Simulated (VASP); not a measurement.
# LiCl (Fm-3m) in VASP: a series of runs

The runs below take LiCl through single point, with PBE.

Program: VASP 6.6.1. These are calculated values, not measurements. Logs are shortened: lines on timing, memory, paths and dates and some standing lists are left out, and cuts for length are marked.

### 1 The cell of the first run

Symmetry: Fm-3m, No. 225, cubic system. The conventional cell has a = 5.081 Å, b = 5.081 Å, c = 5.081 Å, α = 90.00°, β = 90.00°, γ = 90.00°. Li (site symmetry m-3m) has 6 Cl at 2.54 Å within 3.4 Å. Cl (site symmetry m-3m) has 6 Li at 2.54 Å within 3.4 Å.

### 2 Single point, PBE (volume scaled by 0.960)

INCAR

```
SYSTEM = LiCl
  ALGO = Normal
  EDIFF = 1E-7
  ENCUT = 520
  GGA = PE
  ISIF = 2
  ISMEAR = 0
  LASPH = .True.
  LCHARG = .False.
  LREAL = .False.
  LWAVE = .False.
  NBANDS = 12
  NELM = 80
  PREC = Accurate
  SIGMA = 0.05
```

KPOINTS

```
k-points
0
Gamma
  12 12 12
  0 0 0
```

POSCAR

```
LiCl
1.0
    0.0000000000      2.5403974510      2.5403974510
    2.5403974510      0.0000000000      2.5403974510
    2.5403974510      2.5403974510      0.0000000000
Li Cl
1 1
Direct
    0.0000000000      0.0000000000      0.0000000000
    0.5000000000      0.5000000000      0.5000000000
```

Potentials or basis: VASP PAW PBE potentials, release 64 (Li_sv, Cl).

Command:

```bash
> cat potpaw_PBE.64/Li_sv/POTCAR potpaw_PBE.64/Cl/POTCAR > POTCAR
> mpirun -np 1 vasp_std > vasp.out
```

OUTCAR:

```text
SYSTEM = LiCl
   EDIFF = 1E-7
   ENCUT = 520
   GGA = PE
   ISIF = 2
   ISMEAR = 0
   LASPH = .True.
   LREAL = .False.
   NELM = 80
   PREC = Accurate

 ion  position               nearest neighbor table
   1  0.000  0.000  0.000-   2 2.54   2 2.54   2 2.54   2 2.54   2 2.54   2 2.54
   2  0.500  0.500  0.500-   1 2.54   1 2.54   1 2.54   1 2.54   1 2.54   1 2.54

  LATTYP: Found a face centered cubic cell.
 ALAT       =     5.0807949020

  Lattice vectors:

 A1 = (   0.0000000000,   2.5403974510,   2.5403974510)
 A2 = (   2.5403974510,   0.0000000000,   2.5403974510)
 A3 = (   2.5403974510,   2.5403974510,   0.0000000000)

Analysis of symmetry for initial positions (statically):
=====================================================================
 Subroutine PRICEL returns:
 Original cell was already a primitive cell.

 Routine SETGRP: Setting up the symmetry group for a
 face centered cubic supercell.

 Subroutine GETGRP returns: Found 48 space group operations
 (whereof 48 operations were pure point group operations)
 out of a pool of 48 trial point group operations.

The static configuration has the point symmetry O_h .

Analysis of symmetry for dynamics (positions and initial velocities):
=====================================================================
 Subroutine PRICEL returns:
 Original cell was already a primitive cell.

 Routine SETGRP: Setting up the symmetry group for a
 face centered cubic supercell.

 Subroutine GETGRP returns: Found 48 space group operations
 (whereof 48 operations were pure point group operations)
 out of a pool of 48 trial point group operations.

The dynamic configuration has the point symmetry O_h .

 Subroutine INISYM returns: Found 48 space group operations
 (whereof 48 operations are pure point group operations),
 and found     1 'primitive' translations

----------------------------------------------------------------------------------------

                                     Primitive cell

  volume of cell :      32.7895

  direct lattice vectors                    reciprocal lattice vectors
     0.000000000  2.540397451  2.540397451    -0.196819596  0.196819596  0.196819596
     2.540397451  0.000000000  2.540397451     0.196819596 -0.196819596  0.196819596
     2.540397451  2.540397451  0.000000000     0.196819596  0.196819596 -0.196819596

  length of vectors
     3.592664529  3.592664529  3.592664529     0.340901540  0.340901540  0.340901540

  position of ions in fractional coordinates (direct lattice)
     0.000000000  0.000000000  0.000000000
     0.500000000  0.500000000  0.500000000

  ion indices of the primitive-cell ions
   primitive index   ion index
                 1           1
                 2           2

----------------------------------------------------------------------------------------

 KPOINTS: k-points

Automatic generation of k-mesh.
 Grid dimensions read from file:
 generate k-points for:   12   12   12

 Generating k-lattice:

  Cartesian coordinates                     Fractional coordinates (reciprocal lattice)
    -0.016401633  0.016401633  0.016401633     0.083333333  0.000000000  0.000000000
     0.016401633 -0.016401633  0.016401633     0.000000000  0.083333333  0.000000000
     0.016401633  0.016401633 -0.016401633     0.000000000  0.000000000  0.083333333

  Length of vectors
     0.028408462  0.028408462  0.028408462

  Shift w.r.t. Gamma in fractional coordinates (k-lattice)
     0.000000000  0.000000000  0.000000000

 Subroutine IBZKPT returns following result:
 ===========================================

 Found     72 irreducible k-points:

 Following reciprocal coordinates:
            Coordinates               Weight
  0.000000  0.000000  0.000000      1.000000
  0.083333  0.000000  0.000000      8.000000
  0.166667  0.000000  0.000000      8.000000
  0.250000  0.000000  0.000000      8.000000
  0.333333  0.000000  0.000000      8.000000
  0.416667  0.000000  0.000000      8.000000
[... 16 lines left out ...]
  0.500000  0.166667  0.000000     24.000000
 -0.416667  0.166667  0.000000     24.000000
 [... further k-points ...]
   k-points           NKPTS =     72   k-points in BZ     NKDIM =     72   number of bands    NBANDS=     12
   number of dos      NEDOS =    301   number of ions     NIONS =      2
   total plane-waves  NPLWV =  21952
   dimension x,y,z NGX =    28 NGY =   28 NGZ =   28
   dimension x,y,z NGXF=    56 NGYF=   56 NGZF=   56
   ions per type =               1   1
   NGX,Y,Z   is equivalent  to a cutoff of  12.96, 12.96, 12.96 a.u.
   NGXF,Y,Z  is equivalent  to a cutoff of  25.91, 25.91, 25.91 a.u.
 SYSTEM =  LiCl
   PREC   = accura    normal or accurate (medium, high low for compatibility)
   ISTART =      0    job   : 0-new  1-cont  2-samecut
   ICHARG =      2    charge: 1-file 2-atom 10-const
   ISPIN  =      1    spin polarized calculation?
   LNONCOLLINEAR =      F non collinear calculations
   LSORBIT =      F    spin-orbit coupling
   LASPH  =      T    aspherical Exc in radial PAW
   ENCUT  =  520.0 eV  38.22 Ry    6.18 a.u.   6.68  6.68  6.68*2*pi/ulx,y,z
   NELM   =     80;   NELMIN=  2; NELMDL= -5     # of ELM steps
   EDIFF  = 0.1E-06   stopping-criterion for ELM
   LREAL  =      F    real-space projection
   EDIFFG = 0.1E-05   stopping-criterion for IOM
   NSW    =      0    number of steps for IOM
   IBRION =     -1    ionic relax: 0-MD 1-quasi-New 2-CG
   NFREE  =      0    steps in history (QN), initial steepest desc. (CG)
   ISIF   =      2    stress and relaxation
   ISYM   =      2    0-nonsym 1-usesym 2-fastsym
   POTIM  = 0.5000    time-step for ionic-motion
   TEBEG  =    0.0;   TEEND  =   0.0 temperature during run
   PSTRESS=    0.0 pullay stress
   NELECT =      10.0000    total number of electrons
   NUPDOWN=      -1.0000    fix difference up-down
   EMIN   =  10.00;   EMAX   =-10.00  energy-range for DOS
   EFERMI =   0.00;   METHOD = LEGACY
   ISMEAR =     0;   SIGMA  =   0.05  broadening in eV -4-tet -1-fermi 0-gaus
   EFERMI_NEDOS =   21; number of points for ismear=-14 and -15
   IALGO  =     38    algorithm
   IMIX   =      4    mixing-type and parameters
     AMIX     =   0.40;   BMIX     =  1.00
     AMIX_MAG =   1.60;   BMIX_MAG =  1.00
  volume/ion in A,a.u.               =      16.39       110.64
  Fermi-wavevector in a.u.,A,eV,Ry     =   1.101953  2.082390 16.521567  1.214301
  Thomas-Fermi vector in A             =   2.238389
   LORBIT       =      0    0 simple, 1 ext, 2 COOP (PROOUT), +10 PAW based schemes
   GGA     = PE    functional components
   LHFCALC =     F    Hartree Fock is set to
   AEXX    =    0.0000 exact exchange contribution
   IVDW    =     0    specifies the selected vdW correction
   LEPSILON=     F    determine dielectric tensor
   LRPA    =     F    only Hartree local field effects (RPA)
 non-spin polarized calculation
 Gauss-broadening in eV      SIGMA  =   0.05
  energy-cutoff  :      520.00
  volume of cell :       32.79
 maximum number of plane-waves:       903
   NGX = 13   NGY = 13   NGZ = 13

 number of electron      10.0000000 magnetization

 number of electron       9.9999998 magnetization

 Free energy of the ion-electron system (eV)
  ---------------------------------------------------
  ext. energy  EPLUGINS =         0.00000000
  ---------------------------------------------------
  free energy    TOTEN  =        -7.38056511 eV

  energy without entropy =       -7.38056511  energy(sigma->0) =       -7.38056511

 E-fermi :   1.0707     XC(G=0):  -8.8551

 val. band max:        0.8014917459   @ k =  -0.0833   0.0833   0.0000
 cond. band min:       7.3069500435   @ k =   0.0000   0.0000   0.0000
 fundamental gap:      6.5054582977
 Fermi energy:         1.0707122336

 k-point     1 :       0.0000    0.0000    0.0000
  band No.  band energies     occupation
      1     -42.6758      2.00000
      2     -12.7011      2.00000
      3       0.7983      2.00000
      4       0.7983      2.00000
      5       0.7983      2.00000
      6       7.3070      0.00000
      7      12.7596      0.00000
      8      12.7596      0.00000
      9      12.7596      0.00000
     10      15.5004      0.00000
     11      15.5045      0.00000
     12      15.5045      0.00000

 k-point     2 :       0.0833    0.0000    0.0000
  band No.  band energies     occupation
      1     -42.6757      2.00000
      2     -12.6648      2.00000
      3       0.5387      2.00000
      4       0.7784      2.00000
      5       0.7784      2.00000
      6       7.5394      0.00000
      7      12.3167      0.00000
      8      12.7934      0.00000
      9      12.7934      0.00000
     10      14.2484      0.00000
     11      14.2484      0.00000
     12      15.7703      0.00000

 k-point     3 :       0.1667    0.0000    0.0000
  band No.  band energies     occupation
      1     -42.6751      2.00000
      2     -12.5626      2.00000
      3      -0.0944      2.00000
      4       0.7254      2.00000
      5       0.7254      2.00000
      6       7.9837      0.00000
      7      11.7691      0.00000
      8      12.3502      0.00000
      9      12.3502      0.00000
     10      14.0539      0.00000
     11      14.0539      0.00000
     12      16.1514      0.00000
[... 286 lines left out ...]
 k-point    23 :       0.5000    0.1667    0.0000
  band No.  band energies     occupation
      1     -42.6724      2.00000
      2     -12.0308      2.00000
      3      -1.9180      2.00000
      4      -0.1398      2.00000
      5       0.2780      2.00000
      6       8.5929      0.00000
      7      10.1983      0.00000
      8      11.1850      0.00000
      9      12.8671      0.00000
     10      16.1892      0.00000
     11      18.2776      0.00000
     12      19.3520      0.00000

 k-point    24 :      -0.4167    0.1667    0.0000
  band No.  band energies     occupation
      1     -42.6724      2.00000
      2     -12.0197      2.00000
      3      -1.9385      2.00000
      4      -0.2640      2.00000
      5       0.3768      2.00000
      6       8.5305      0.00000
      7      10.3711      0.00000
      8      10.8935      0.00000
      9      13.1806      0.00000
     10      17.0851      0.00000
     11      17.1730      0.00000
     12      18.4638      0.00000

 [... further k-points ...]
[... 5 lines left out ...]
  --------------------------------------------------------------------------------------
  -------------------------------------------------------------------------------------
  Total        0.2660558      0.2660558      0.2660558      0.0000000      0.0000000     -0.0000000
  in kB       13.0001461     13.0001461     13.0001461      0.0000000      0.0000000     -0.0000000
  external PRESSURE =      13.0001461 kB  Pullay stress =       0.0000000 kB

 VOLUME and BASIS-vectors are now :
 -----------------------------------------------------------------------------
  energy-cutoff  :      520.00
  volume of cell :       32.79
      direct lattice vectors                 reciprocal lattice vectors
     0.000000000  2.540397451  2.540397451    -0.196819596  0.196819596  0.196819596
     2.540397451  0.000000000  2.540397451     0.196819596 -0.196819596  0.196819596
     2.540397451  2.540397451  0.000000000     0.196819596  0.196819596 -0.196819596

 POSITION                                       TOTAL-FORCE (eV/Angst)
 -----------------------------------------------------------------------------------
      0.00000      0.00000      0.00000        -0.000000      0.000000     -0.000000
      2.54040      2.54040      2.54040         0.000000     -0.000000      0.000000
 -----------------------------------------------------------------------------------
    total drift:                                0.000000      0.000000      0.000000

  FREE ENERGIE OF THE ION-ELECTRON SYSTEM (eV)
  ---------------------------------------------------
  free  energy   TOTEN  =        -7.3805651141 eV

  energy  without entropy=       -7.3805651141  energy(sigma->0) =       -7.38056511
```

Wall time 22 s (1 thread of Intel Xeon Platinum 8375C at 2.90GHz (Ice Lake), shared host); peak memory 0.16 GiB.

Results:

```
Free energy            : -7.3806 eV
Band gap on the k mesh : 6.51 eV, indirect (the least direct gap lies 3.2 meV higher)
```

Caveat: the cell differs from its parent crystal (volume scaled by 0.960); the cutoff is under 1.25 times the usual one of these potentials, so pressure, stress and relaxed cells hold a basis-set (Pulay) error. A k mesh can miss the band edges.

### 3 Single point, PBE

This run uses another cell than the first one, of 17.04 Å³/atom, 1.039 times its volume.

INCAR

```
SYSTEM = LiCl
PREC     = Accurate       ! precision mode
ENCUT    = 520            ! plane-wave cutoff, eV
EDIFF    = 1E-6           ! SCF threshold, eV
ISMEAR   = 0              ! smearing method
SIGMA    = 0.05           ! smearing width, eV
LREAL    = .FALSE.        ! projectors in reciprocal space
LASPH    = .TRUE.         ! aspherical terms in the spheres
NELM     = 60             ! most SCF steps
ALGO     = Normal         ! electronic algorithm
ISIF     = 2              ! what is computed and relaxed
LWAVE    = .FALSE.        ! write WAVECAR
LCHARG   = .FALSE.        ! write CHGCAR
GGA      = PE             ! functional
NBANDS   = 12             ! bands
```

KPOINTS

```
regular mesh
0
G
  12 12 12
  0 0 0
```

POSCAR

```
LiCl
1.0
    0.0000000000      2.5732808599      2.5732808599
    2.5732808599      0.0000000000      2.5732808599
    2.5732808599      2.5732808599      0.0000000000
Li Cl
1 1
Direct
    0.0000000000      0.0000000000      0.0000000000
    0.5000000000      0.5000000000      0.5000000000
```

Potentials or basis: VASP PAW PBE potentials, release 64 (Li_sv, Cl).

Command:

```bash
> cat potpaw_PBE.64/Li_sv/POTCAR potpaw_PBE.64/Cl/POTCAR > POTCAR
> mpirun -np 1 vasp_std > vasp.out
```

Wall time 20 s (1 thread of Intel Xeon Platinum 8375C at 2.90GHz (Ice Lake), shared host); peak memory 0.16 GiB.

It converged, with:

* Free energy: -7.3862 eV
* Band gap on the k mesh: 6.28 eV, indirect (the least direct gap lies 2.9 meV higher)

Levels at points of the mesh, in eV from the valence-band top:
| k point | band 1 | band 2 | band 3 | band 4 | band 5 | band 6 | band 7 | band 8 | band 9 | band 10 |
| --- | --- | --- | --- | --- | --- | --- | --- | --- | --- | --- |
| (0.00, 0.00, 0.00) | -43.54 | -13.36 | 0.00 | 0.00 | 0.00 | 6.28 | 11.93 | 11.93 | 11.93 | 14.47 |
| (0.50, 0.00, 0.00) | -43.54 | -12.81 | -2.77 | -0.25 | -0.25 | 6.75 | 9.49 | 9.49 | 12.87 | 16.84 |
| (0.50, 0.50, 0.00) | -43.54 | -12.57 | -2.85 | -1.08 | -1.08 | 7.86 | 8.30 | 12.35 | 14.04 | 14.04 |

Caveat: the cutoff is under 1.25 times the usual one of these potentials, so pressure, stress and relaxed cells hold a basis-set (Pulay) error.

### 4 Single point, PBE

This run uses another cell than the first one, of 17.11 Å³/atom, 1.043 times its volume.

INCAR

```
SYSTEM = LiCl
PREC = Accurate
ENCUT = 520
EDIFF = 1E-7
ISMEAR = 0
SIGMA = 0.05
LREAL = .FALSE.
LASPH = .TRUE.
NELM = 60
ALGO = Normal
ISIF = 2
LWAVE = .FALSE.
LCHARG = .FALSE.
GGA = PE
NBANDS = 12
```

KPOINTS is that of step 3.

POSCAR

```
LiCl
1.0
    0.0000000000      2.5767073365      2.5767073365
    2.5767073365      0.0000000000      2.5767073365
    2.5767073365      2.5767073365      0.0000000000
Li Cl
1 1
Direct
    0.0000000000      0.0000000000      0.0000000000
    0.5000000000      0.5000000000      0.5000000000
```

Command:

```bash
> cat potpaw_PBE.64/Li_sv/POTCAR potpaw_PBE.64/Cl/POTCAR > POTCAR
> mpirun -np 1 vasp_std > vasp.out
```

Wall time 23 s (1 thread of Intel Xeon Platinum 8375C at 2.90GHz (Ice Lake), shared host); peak memory 0.16 GiB.

Results (log left out):

```yaml
Free_energy: -7.3862 eV
Band_gap_on_the_k_mesh: 6.26 eV, indirect (the least direct gap lies 2.8 meV higher)
```

Levels at points of the mesh, in eV from the valence-band top:
| k point | band 3 | band 4 | band 5 | band 6 | band 7 | band 8 |
| --- | --- | --- | --- | --- | --- | --- |
| (0.00, 0.00, 0.00) | 0.00 | 0.00 | 0.00 | 6.26 | 11.92 | 11.92 |
| (0.50, 0.00, 0.00) | -2.76 | -0.25 | -0.25 | 6.74 | 9.49 | 9.49 |
| (0.50, 0.50, 0.00) | -2.83 | -1.08 | -1.08 | 7.85 | 8.31 | 12.32 |

Caveat: the cutoff is under 1.25 times the usual one of these potentials, so pressure, stress and relaxed cells hold a basis-set (Pulay) error. PBE gaps usually lie below the measured ones, often by a third to a half.

### 5 Summary

```tsv
cell	gap on the mesh (eV)
a = 3.593 Å, angles 60.0°, 2 atoms	6.51
a = 3.639 Å, angles 60.0°, 2 atoms	6.28
a = 3.644 Å, angles 60.0°, 2 atoms	6.26
```

Alike in all rows: task single point; level PBE; potentials or basis VASP PAW PBE potentials, release 64 (Li_sv, Cl); no spin polarisation; k mesh 12 × 12 × 12; cutoff (eV) 520; smearing gaussian 0.05 eV.

Caveats: the cutoff is under 1.25 times the usual one of these potentials, so pressure, stress and relaxed cells hold a basis-set (Pulay) error.

Absolute energies hang on the potentials; compare differences alone.
